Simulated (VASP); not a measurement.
# TeOs (F-43m) in VASP: a series of runs

Runs on TeOs. Level: r2SCAN. Tasks: single point.

Program: VASP 6.6.1. These are calculated values, not measurements. Logs are shortened: lines on timing, memory, paths and dates and some standing lists are left out, and cuts for length are marked.

### 1 The cell of the first run

It takes space group F-43m (No. 216, cubic). The conventional cell has a = 5.860 Å, b = 5.860 Å, c = 5.860 Å, α = 90.00°, β = 90.00°, γ = 90.00°. Within 3.3 Å of Os (site symmetry -43m) lie 4 Te at 2.54 Å. Te (site symmetry -43m) has 4 Os at 2.54 Å within 3.3 Å.

### 2 Single point, r2SCAN, collinear spin

POSCAR

```
TeOs
1.0
    0.0000000000      2.9300170362      2.9300170362
    2.9300170362      0.0000000000      2.9300170362
    2.9300170362      2.9300170362      0.0000000000
Os Te
1 1
Direct
    0.0000000000      0.0000000000      0.0000000000
    0.2500000000      0.2500000000      0.2500000000
```

INCAR.step1

```
SYSTEM = TeOs
ALGO = Normal ; EDIFF = 1E-4
ENCUT = 520 ; GGA = PE
ISMEAR = 0 ; ISPIN = 2
LASPH = .TRUE. ; LCHARG = .FALSE.
LMAXMIX = 4 ; LREAL = .FALSE.
LWAVE = .TRUE. ; MAGMOM = 0.5 0
NBANDS = 18 ; NELM = 150
PREC = Accurate ; SIGMA = 0.05
```

INCAR.step2

```
SYSTEM = TeOs
ALGO = Normal ; EDIFF = 1E-6
ENCUT = 520 ; ISIF = 2
ISMEAR = 0 ; ISPIN = 2
ISTART = 1 ; LASPH = .TRUE.
LCHARG = .FALSE. ; LMAXMIX = 4
LMIXTAU = .TRUE. ; LORBIT = 11
LREAL = .FALSE. ; LWAVE = .FALSE.
MAGMOM = 0.5 0 ; METAGGA = R2SCAN
NBANDS = 18 ; NELM = 150
PREC = Accurate ; SIGMA = 0.05
```

KPOINTS

```
k-points
0
G
  10 10 10
  0 0 0
```

Potentials or basis: VASP PAW PBE potentials, release 64 (Os, Te).

Launch:

```console
$ cat potpaw_PBE.64/Os/POTCAR potpaw_PBE.64/Te/POTCAR > POTCAR
$ cp INCAR.step1 INCAR
$ mpirun -np 1 vasp_std > vasp.out
$ cp INCAR.step2 INCAR
$ mpirun -np 1 vasp_std > vasp.out
```

OUTCAR:

```text
SYSTEM = TeOs
   EDIFF = 1E-6
   ENCUT = 520
   ISIF = 2
   ISMEAR = 0
   ISPIN = 2
   ISTART = 1
   LASPH = .TRUE.
   LORBIT = 11
   LREAL = .FALSE.
   METAGGA = R2SCAN
   NELM = 150
   PREC = Accurate

 ion  position               nearest neighbor table
   1  0.000  0.000  0.000-   2 2.54   2 2.54   2 2.54   2 2.54
   2  0.250  0.250  0.250-   1 2.54   1 2.54   1 2.54   1 2.54

  LATTYP: Found a face centered cubic cell.
 ALAT       =     5.8600340724

  Lattice vectors:

 A1 = (   0.0000000000,   2.9300170362,   2.9300170362)
 A2 = (   2.9300170362,   0.0000000000,   2.9300170362)
 A3 = (   2.9300170362,   2.9300170362,   0.0000000000)

Analysis of symmetry for initial positions (statically):
=====================================================================
 Subroutine PRICEL returns:
 Original cell was already a primitive cell.

 Routine SETGRP: Setting up the symmetry group for a
 face centered cubic supercell.

 Subroutine GETGRP returns: Found 24 space group operations
 (whereof 24 operations were pure point group operations)
 out of a pool of 48 trial point group operations.

The static configuration has the point symmetry T_d .

Analysis of symmetry for dynamics (positions and initial velocities):
=====================================================================
 Subroutine PRICEL returns:
 Original cell was already a primitive cell.

 Routine SETGRP: Setting up the symmetry group for a
 face centered cubic supercell.

 Subroutine GETGRP returns: Found 24 space group operations
 (whereof 24 operations were pure point group operations)
 out of a pool of 48 trial point group operations.

The dynamic configuration has the point symmetry T_d .

Analysis of structural, dynamic, and magnetic symmetry:
=====================================================================
 Subroutine PRICEL returns:
 Original cell was already a primitive cell.

 Routine SETGRP: Setting up the symmetry group for a
 face centered cubic supercell.

 Subroutine GETGRP returns: Found 24 space group operations
 (whereof 24 operations were pure point group operations)
 out of a pool of 48 trial point group operations.

The overall configuration has the point symmetry T_d .

 Subroutine INISYM returns: Found 24 space group operations
 (whereof 24 operations are pure point group operations),
 and found     1 'primitive' translations

----------------------------------------------------------------------------------------

                                     Primitive cell

  volume of cell :      50.3084

  direct lattice vectors                    reciprocal lattice vectors
     0.000000000  2.930017036  2.930017036    -0.170647472  0.170647472  0.170647472
     2.930017036  0.000000000  2.930017036     0.170647472 -0.170647472  0.170647472
     2.930017036  2.930017036  0.000000000     0.170647472  0.170647472 -0.170647472

  length of vectors
     4.143669831  4.143669831  4.143669831     0.295570092  0.295570092  0.295570092

  position of ions in fractional coordinates (direct lattice)
     0.000000000  0.000000000  0.000000000
     0.250000000  0.250000000  0.250000000

  ion indices of the primitive-cell ions
   primitive index   ion index
                 1           1
                 2           2

----------------------------------------------------------------------------------------

 KPOINTS: k-points

Automatic generation of k-mesh.
 Grid dimensions read from file:
 generate k-points for:   10   10   10

 Generating k-lattice:

  Cartesian coordinates                     Fractional coordinates (reciprocal lattice)
    -0.017064747  0.017064747  0.017064747     0.100000000  0.000000000  0.000000000
     0.017064747 -0.017064747  0.017064747     0.000000000  0.100000000  0.000000000
     0.017064747  0.017064747 -0.017064747     0.000000000  0.000000000  0.100000000

  Length of vectors
     0.029557009  0.029557009  0.029557009

  Shift w.r.t. Gamma in fractional coordinates (k-lattice)
     0.000000000  0.000000000  0.000000000

 Subroutine IBZKPT returns following result:
 ===========================================

 Found     47 irreducible k-points:

 Following reciprocal coordinates:
            Coordinates               Weight
  0.000000  0.000000  0.000000      1.000000
  0.100000  0.000000  0.000000      8.000000
  0.200000  0.000000  0.000000      8.000000
  0.300000  0.000000  0.000000      8.000000
  0.400000  0.000000  0.000000      8.000000
  0.500000  0.000000  0.000000      4.000000
[... 16 lines left out ...]
  0.300000  0.300000  0.000000      6.000000
  0.400000  0.300000  0.000000     24.000000
 [... further k-points ...]
   k-points           NKPTS =     47   k-points in BZ     NKDIM =     47   number of bands    NBANDS=     18
   number of dos      NEDOS =    301   number of ions     NIONS =      2
   total plane-waves  NPLWV =  32768
   dimension x,y,z NGX =    32 NGY =   32 NGZ =   32
   dimension x,y,z NGXF=    64 NGYF=   64 NGZF=   64
   ions per type =               1   1
   NGX,Y,Z   is equivalent  to a cutoff of  12.84, 12.84, 12.84 a.u.
   NGXF,Y,Z  is equivalent  to a cutoff of  25.68, 25.68, 25.68 a.u.
 SYSTEM =  TeOs
   PREC   = accura    normal or accurate (medium, high low for compatibility)
   ISTART =      1    job   : 0-new  1-cont  2-samecut
   ICHARG =      0    charge: 1-file 2-atom 10-const
   ISPIN  =      2    spin polarized calculation?
   LNONCOLLINEAR =      F non collinear calculations
   LSORBIT =      F    spin-orbit coupling
   LASPH  =      T    aspherical Exc in radial PAW
   ENCUT  =  520.0 eV  38.22 Ry    6.18 a.u.   7.70  7.70  7.70*2*pi/ulx,y,z
   NELM   =    150;   NELMIN=  2; NELMDL=  0     # of ELM steps
   EDIFF  = 0.1E-05   stopping-criterion for ELM
   LREAL  =      F    real-space projection
   EDIFFG = 0.1E-04   stopping-criterion for IOM
   NSW    =      0    number of steps for IOM
   IBRION =     -1    ionic relax: 0-MD 1-quasi-New 2-CG
   NFREE  =      0    steps in history (QN), initial steepest desc. (CG)
   ISIF   =      2    stress and relaxation
   ISYM   =      2    0-nonsym 1-usesym 2-fastsym
   POTIM  = 0.5000    time-step for ionic-motion
   TEBEG  =    0.0;   TEEND  =   0.0 temperature during run
   PSTRESS=    0.0 pullay stress
   NELECT =      14.0000    total number of electrons
   NUPDOWN=      -1.0000    fix difference up-down
   EMIN   =  10.00;   EMAX   =-10.00  energy-range for DOS
   EFERMI =   0.00;   METHOD = LEGACY
   ISMEAR =     0;   SIGMA  =   0.05  broadening in eV -4-tet -1-fermi 0-gaus
   EFERMI_NEDOS =   21; number of points for ismear=-14 and -15
   IALGO  =     38    algorithm
   IMIX   =      4    mixing-type and parameters
     AMIX     =   0.40;   BMIX     =  1.00
     AMIX_MAG =   1.60;   BMIX_MAG =  1.00
  volume/ion in A,a.u.               =      25.15       169.75
  Fermi-wavevector in a.u.,A,eV,Ry     =   1.068819  2.019774 15.542933  1.142373
  Thomas-Fermi vector in A             =   2.204479
   LORBIT       =     11    0 simple, 1 ext, 2 COOP (PROOUT), +10 PAW based schemes
   METAGGA = R2SCAN    functional components
   LHFCALC =     F    Hartree Fock is set to
   AEXX    =    0.0000 exact exchange contribution
   IVDW    =     0    specifies the selected vdW correction
   LEPSILON=     F    determine dielectric tensor
   LRPA    =     F    only Hartree local field effects (RPA)
 spin polarized calculation
 Gauss-broadening in eV      SIGMA  =   0.05
  energy-cutoff  :      520.00
  volume of cell :       50.31
 maximum number of plane-waves:      1371
   NGX = 15   NGY = 15   NGZ = 15

 number of electron      14.0000000 magnetization      -0.0035423

 Free energy of the ion-electron system (eV)
  ---------------------------------------------------
  ext. energy  EPLUGINS =         0.00000000
  ---------------------------------------------------
  free energy    TOTEN  =       -76.84595846 eV

  energy without entropy =      -76.84337882  energy(sigma->0) =      -76.84466864

 E-fermi :   6.1950     XC(G=0): -10.9142

 val. band max:        6.1738406976   @ k =   0.5000   0.4000   0.0000
 cond. band min:       6.1999418137   @ k =  -0.4000   0.4000   0.0000
 fundamental gap:      0.0261011161
 Fermi energy:         6.1950151777

 spin component 1

 k-point     1 :       0.0000    0.0000    0.0000
  band No.  band energies     occupation
      1      -7.7411      1.00000
      2       1.2462      1.00000
      3       1.2462      1.00000
      4       1.2462      1.00000
      5       4.4661      1.00000
      6       4.4661      1.00000
[... 10 lines left out ...]
     17      18.1924      0.00000
     18      19.5968      0.00000

 k-point     2 :       0.1000    0.0000    0.0000
  band No.  band energies     occupation
      1      -7.6515      1.00000
      2       1.1029      1.00000
      3       1.2872      1.00000
      4       1.2872      1.00000
      5       4.4405      1.00000
      6       4.4405      1.00000
[... 10 lines left out ...]
     17      18.2311      0.00000
     18      20.1578      0.00000

 k-point     3 :       0.2000    0.0000    0.0000
  band No.  band energies     occupation
      1      -7.4046      1.00000
      2       0.7619      1.00000
      3       1.3882      1.00000
      4       1.3882      1.00000
      5       4.4099      1.00000
      6       4.4099      1.00000
[... 412 lines left out ...]
 k-point    23 :       0.3000    0.3000    0.0000
  band No.  band energies     occupation
      1      -6.8324      1.00000
      2       0.0366      1.00000
      3       1.8205      1.00000
      4       1.8205      1.00000
      5       3.8509      1.00000
      6       4.7586      1.00000
[... 10 lines left out ...]
     17      21.3118      0.00000
     18      21.3118      0.00000

 k-point    24 :       0.4000    0.3000    0.0000
  band No.  band energies     occupation
      1      -6.5876      1.00000
      2      -0.1275      1.00000
      3       1.8746      1.00000
      4       1.9706      1.00000
      5       3.9214      1.00000
      6       4.8163      1.00000
[... 10 lines left out ...]
     17      21.7397      0.00000
     18      22.3471      0.00000

 [... further k-points ...]

 spin component 2

 k-point     1 :       0.0000    0.0000    0.0000
  band No.  band energies     occupation
      1      -7.7412      1.00000
      2       1.2445      1.00000
      3       1.2445      1.00000
      4       1.2445      1.00000
      5       4.4651      1.00000
      6       4.4651      1.00000
[... 10 lines left out ...]
     17      18.1913      0.00000
     18      19.5965      0.00000

 k-point     2 :       0.1000    0.0000    0.0000
  band No.  band energies     occupation
      1      -7.6516      1.00000
      2       1.1013      1.00000
      3       1.2855      1.00000
      4       1.2855      1.00000
      5       4.4395      1.00000
      6       4.4395      1.00000
[... 10 lines left out ...]
     17      18.2301      0.00000
     18      20.1573      0.00000

 k-point     3 :       0.2000    0.0000    0.0000
  band No.  band energies     occupation
      1      -7.4046      1.00000
      2       0.7606      1.00000
      3       1.3866      1.00000
      4       1.3866      1.00000
      5       4.4088      1.00000
      6       4.4088      1.00000
[... 412 lines left out ...]
 k-point    23 :       0.3000    0.3000    0.0000
  band No.  band energies     occupation
      1      -6.8324      1.00000
      2       0.0357      1.00000
      3       1.8192      1.00000
      4       1.8192      1.00000
      5       3.8493      1.00000
      6       4.7576      1.00000
[... 10 lines left out ...]
     17      21.3109      0.00000
     18      21.3109      0.00000

 k-point    24 :       0.4000    0.3000    0.0000
  band No.  band energies     occupation
      1      -6.5876      1.00000
      2      -0.1282      1.00000
      3       1.8736      1.00000
      4       1.9694      1.00000
      5       3.9196      1.00000
      6       4.8152      1.00000
[... 10 lines left out ...]
     17      21.7391      0.00000
     18      22.3466      0.00000

 [... further k-points ...]
[... 5 lines left out ...]
  --------------------------------------------------------------------------------------
  -------------------------------------------------------------------------------------
  Total        0.0044990      0.0044990      0.0044990     -0.0000000      0.0000000      0.0000000
  in kB        0.1432810      0.1432810      0.1432810     -0.0000000      0.0000000      0.0000000
  external PRESSURE =       0.1432810 kB  Pullay stress =       0.0000000 kB

 VOLUME and BASIS-vectors are now :
 -----------------------------------------------------------------------------
  energy-cutoff  :      520.00
  volume of cell :       50.31
      direct lattice vectors                 reciprocal lattice vectors
     0.000000000  2.930017036  2.930017036    -0.170647472  0.170647472  0.170647472
     2.930017036  0.000000000  2.930017036     0.170647472 -0.170647472  0.170647472
     2.930017036  2.930017036  0.000000000     0.170647472  0.170647472 -0.170647472

 POSITION                                       TOTAL-FORCE (eV/Angst)
 -----------------------------------------------------------------------------------
      0.00000      0.00000      0.00000        -0.000000     -0.000000      0.000000
      1.46501      1.46501      1.46501         0.000000      0.000000     -0.000000
 -----------------------------------------------------------------------------------
    total drift:                                0.000000      0.000000     -0.000000

  FREE ENERGIE OF THE ION-ELECTRON SYSTEM (eV)
  ---------------------------------------------------
  free  energy   TOTEN  =       -76.8459584599 eV

  energy  without entropy=      -76.8433788247  energy(sigma->0) =      -76.84466864

 total charge

# of ion       s       p       d       tot
------------------------------------------
    1        0.602   0.418   6.309   7.330
    2        1.328   1.991   0.183   3.502
--------------------------------------------------
tot          1.931   2.409   6.492  10.832

 magnetization (x)

# of ion       s       p       d       tot
------------------------------------------
    1       -0.000  -0.000  -0.003  -0.003
    2       -0.000   0.000  -0.000   0.000
--------------------------------------------------
tot         -0.000   0.000  -0.003  -0.003
```

Run time: 3.3 min. Hardware: 1 thread of AMD EPYC 9R45 (Zen 5), shared host; peak memory 0.23 GiB.

What came out:

| Quantity | Value |
| --- | --- |
| Free energy | -76.8460 eV |
| Pressure | 0.0 GPa |
| Band gap on the k mesh | zero (filled and empty bands overlap) |
| Net moment | 0.00 μB per cell |
| Valence electrons inside the program's atomic spheres | Os 7.33; Te 3.50 |

Caveat: the PAW data sets were made with another functional, which shifts forces and pressure a little; spin-orbit coupling is left out, which moves the levels of the heavy elements.

(Part 1 of 2 ends here.)

The gap in the log of VASP goes by the Fermi energy; the results here count the filled bands.